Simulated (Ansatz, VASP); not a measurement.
## Rb3TaP2: VASP beside Ansatz

```
CELL_PARAMETERS angstrom
5.78491 0.00000 0.00000
-2.89245 5.00988 0.00000
0.00000 0.00000 5.72002
ATOMIC_POSITIONS crystal
Rb 0.50000 0.00000 0.50000
Rb 0.50000 0.50000 0.50000
Rb 0.00000 0.50000 0.50000
Ta 0.00000 0.00000 0.00000
P 0.33333 0.66667 0.00000
P 0.66667 0.33333 0.00000
```

Change from the starting cell: species swapped into the ZrCo3B2 type (P6/mmm, No. 191).

Alike in both runs: task relaxation of cell and atoms; functional PBE; k mesh 9 × 9 × 8; occupations gaussian, width 0.1 eV; no spin polarisation.

|  | VASP | Ansatz |
| --- | --- | --- |
| version | VASP 6.6.1 | Ansatz 0.2.0 |
| potentials or method | VASP PAW PBE potentials, release 64 (Rb_sv, Ta_pv, P), cutoff 600 eV | scalar-relativistic, plane waves, PAW |
| valence electrons in the cell | 48 | 50 |

Ansatz gave:

| Property | Result |
| --- | --- |
| gap on the k mesh at the Fermi level, each at its own relaxed structure (eV) | none |
| relaxed volume (Å³/atom) | 27.71 |
| relaxed cell length with the largest relative difference (Å) | 5.788 |

Problem. Which values does VASP return?

Solution. gap on the k mesh at the Fermi level, each at its own relaxed structure (eV): none; relaxed volume (Å³/atom): 27.90; relaxed cell length with the largest relative difference (Å): 5.806.

A gap of «none» marks a metal or a gap that the smearing closes. VASP's potentials hold 48 valence electrons a cell and Ansatz's 50, so a difference there can come from the potentials and not from the codes.

Spin-orbit coupling is off throughout.
